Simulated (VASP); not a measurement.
Wanted: the native input for a VASP 6.6.1 run.

```yaml
Task: single point
Functional: PBE
Potentials_or_basis: VASP PAW PBE potentials, release 64 (Cu, O)
Cutoff: 520 eV
k_mesh: 8 × 8 × 8
Occupations: gaussian, width 0.1 eV
Spin: no spin polarisation
Dipole_correction: no
Further_INCAR_settings: ALGO = Normal; EDIFF = 1e-07; NBANDS = 44
```

The structure of CuO lies in POSCAR:

```
CuO
1.0
    4.2475853655      0.0000000000      0.0000000000
    0.0000000000      4.2594025756      0.0000000000
    0.0000000000      0.0000000000      5.0795366127
Cu O
4 4
Direct
    0.2500000000      0.2500000000      0.5000000000
    0.2500000000      0.7500000000      0.0000000000
    0.7500000000      0.7500000000      0.5000000000
    0.7500000000      0.2500000000      0.0000000000
    0.5000000000      0.0000000000      0.7500000000
    0.5000000000      0.0000000000      0.2500000000
    0.0000000000      0.5000000000      0.7500000000
    0.0000000000      0.5000000000      0.2500000000
```

This cell differs from its parent crystal: biaxial strain in the a-b plane: +2.0 %, then relaxed in part.

One way to write it, as run:

INCAR

```
SYSTEM = CuO
ALGO     = Normal         ! electronic algorithm
EDIFF    = 1E-7           ! SCF threshold, eV
ENCUT    = 520            ! plane-wave cutoff, eV
GGA      = PE             ! functional
ISIF     = 2              ! what is computed and relaxed
ISMEAR   = 0              ! smearing method
LASPH    = .TRUE.         ! aspherical terms in the spheres
LCHARG   = .FALSE.        ! write CHGCAR
LREAL    = .FALSE.        ! projectors in reciprocal space
LWAVE    = .FALSE.        ! write WAVECAR
NBANDS   = 44             ! bands
NELM     = 80             ! most SCF steps
PREC     = Accurate       ! precision mode
SIGMA    = 0.1            ! smearing width, eV
```

KPOINTS

```
k-points
0
G
  8 8 8
  0 0 0
```

Potentials or basis: VASP PAW PBE potentials, release 64 (Cu, O).

The run is started by

```sh
$ cat potpaw_PBE.64/Cu/POTCAR potpaw_PBE.64/O/POTCAR > POTCAR
$ mpirun -np 1 vasp_std > vasp.out
```

Results of the run:

| Property | Result |
| --- | --- |
| Pressure | -1.8 GPa |
| Band gap on the k mesh | zero (bands 34 and 35 overlap by 1.14 eV) |

Caveat: the cell differs from its parent crystal (biaxial strain in the a-b plane: +2.0 %, then relaxed in part); semilocal functionals often make such compounds metallic where correlation or magnetic order opens a gap, which also shifts bond lengths.

It took 4 min on 1 thread of Intel(R) Xeon(R) 6975P-C (Granite Rapids), on a shared host, peak memory 0.45 GiB.
